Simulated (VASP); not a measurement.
Set up this calculation in VASP 6.6.1, as the native input.

```
Task                   : single point
Functional             : PBEsol
Potentials or basis    : VASP PAW PBE potentials, release 64 (Ta_sv_GW, K_sv, O_h)
Cutoff                 : 1340 eV
k mesh                 : 7 × 7 × 7
Occupations            : fermi-dirac, width 0.05 eV
Spin                   : no spin polarisation
Hubbard terms          : Ta d U = 6.0 eV
Dipole correction      : no
Further INCAR settings : ALGO = Normal; EDIFF = 1e-06; NBANDS = 28
```

The structure of KTaO3 lies in POSCAR:

```
KTaO3
1.0
    3.9883000000      0.0000000000      0.0000000000
    0.0000000000      3.9883000000      0.0000000000
    0.0000000000      0.0000000000      3.9883000000
Ta K O
1 1 3
Direct
    0.0000000000      0.0000000000      0.0000000000
    0.5000000000      0.5000000000      0.5000000000
    0.0000000000      0.0000000000      0.5000000000
    0.0000000000      0.5000000000      0.0000000000
    0.5000000000      0.0000000000      0.0000000000
```

One way to write it, as run:

INCAR

```
SYSTEM = KTaO3
  PREC = Accurate
  ENCUT = 1340
  EDIFF = 1E-6
  ISMEAR = -1
  SIGMA = 0.05
  LREAL = .FALSE.
  LASPH = .TRUE.
  NELM = 200
  ALGO = Normal
  ISIF = 2
  LWAVE = .FALSE.
  LCHARG = .TRUE.
  LMAXMIX = 4
  LDAU = .TRUE.
  LDAUTYPE = 2
  LDAUL = 2 -1 -1
  LDAUU = 6 0 0
  LDAUJ = 0 0 0
  LDAUPRINT = 1
  GGA = PS
  LELF = .TRUE.
  LVHAR = .TRUE.
  NBANDS = 28
  GGA_COMPAT = .FALSE.
```

KPOINTS

```
regular mesh
0
G
  7 7 7
  0 0 0
```

Potentials or basis: VASP PAW PBE potentials, release 64 (Ta_sv_GW, K_sv, O_h).

The run is started by

```sh
$ cat potpaw_PBE.64/Ta_sv_GW/POTCAR potpaw_PBE.64/K_sv/POTCAR potpaw_PBE.64/O_h/POTCAR > POTCAR
$ mpirun -np 1 vasp_std > vasp.out
```

Results of the run:

```
Pressure               : 6.1 GPa
Band gap on the k mesh : 3.03 eV (least direct gap 3.68 eV)
```

Caveat: the cell stands under pressure; the PAW data sets were made with another functional, which shifts forces and pressure a little; spin-orbit coupling is left out, which moves the levels of the heavy elements; an odd mesh through Γ misses points on the zone boundary, where band edges can lie.

Run time: 96 s on 1 thread of Intel(R) Xeon(R) Platinum 8488C (Sapphire Rapids), on a shared host, peak memory 0.42 GiB.
